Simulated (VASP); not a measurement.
## Ti3Si2: single point with PBE

Crystal: Ti3Si2.

```
CELL_PARAMETERS angstrom
4.55065 0.00000 0.00000
0.00000 4.55065 0.00000
0.00000 0.00000 4.55065
ATOMIC_POSITIONS crystal
Ti 0.50000 0.00000 0.00000
Ti 0.00000 0.50000 0.00000
Ti 0.00000 0.00000 0.50000
Si 0.50000 0.50000 0.50000
Si 0.00000 0.00000 0.00000
```

| Item | Value |
| --- | --- |
| Program | VASP 6.6.1 |
| Task | single point |
| Functional | PBE |
| Potentials or basis | VASP PAW PBE potentials, release 64 (Ti_sv, Si) |
| Cutoff | 520 eV |
| k mesh | 4 × 4 × 4 |
| Occupations | gaussian, width 0.1 eV |
| Spin | collinear spin, ferromagnetic start |
| Starting moments | [1.0, 1.0, 1.0, 0.0, 0.0] μB |
| Dipole correction | no |
| Further INCAR settings | ALGO = Normal; EDIFF = 1e-07; NBANDS = 34 |

The pressure is 0.1 GPa, the net moment is 0.23 μB per cell and the site moments are Ti +0.06; Si -0.00 μB. The valence electrons inside the program's atomic spheres are Ti 10.27; Si 1.47, 2.00.

Levels at points of the mesh, in eV from the Fermi level:
Spin up:
```
           k point  band 19  band 20  band 21  band 22  band 23  band 24  band 25  band 26
(0.00, 0.00, 0.00)    -1.65    -1.65    -1.31    -1.31     0.72     0.72     1.04     1.04
(0.50, 0.00, 0.00)    -1.93    -1.93    -1.37    -0.35     0.37     0.62     0.72     0.72
(0.50, 0.50, 0.00)    -1.99    -1.76    -0.47    -0.47     0.33     0.33     0.53     0.97
(0.50, 0.50, 0.50)    -2.32    -2.32     0.16     0.16     0.16     0.25     0.25     0.25
```
Spin down:
| k point | band 18 | band 19 | band 20 | band 21 | band 22 | band 23 | band 24 | band 25 | band 26 | band 27 |
| --- | --- | --- | --- | --- | --- | --- | --- | --- | --- | --- |
| (0.00, 0.00, 0.00) | -1.60 | -1.60 | -1.60 | -1.23 | -1.23 | 0.76 | 0.76 | 1.07 | 1.07 | 1.07 |
| (0.50, 0.00, 0.00) | -2.03 | -1.91 | -1.91 | -1.32 | -0.27 | 0.46 | 0.64 | 0.77 | 0.77 | 0.80 |
| (0.50, 0.50, 0.00) | -1.96 | -1.96 | -1.75 | -0.42 | -0.42 | 0.41 | 0.41 | 0.57 | 1.07 | 1.29 |
| (0.50, 0.50, 0.50) | -2.30 | -2.30 | -2.30 | 0.20 | 0.20 | 0.20 | 0.33 | 0.33 | 0.33 | 1.30 |

Run time: 3.4 min on 1 thread of AMD EPYC 7R13 Processor (Zen 3) (shared host), peak memory 0.22 GiB.
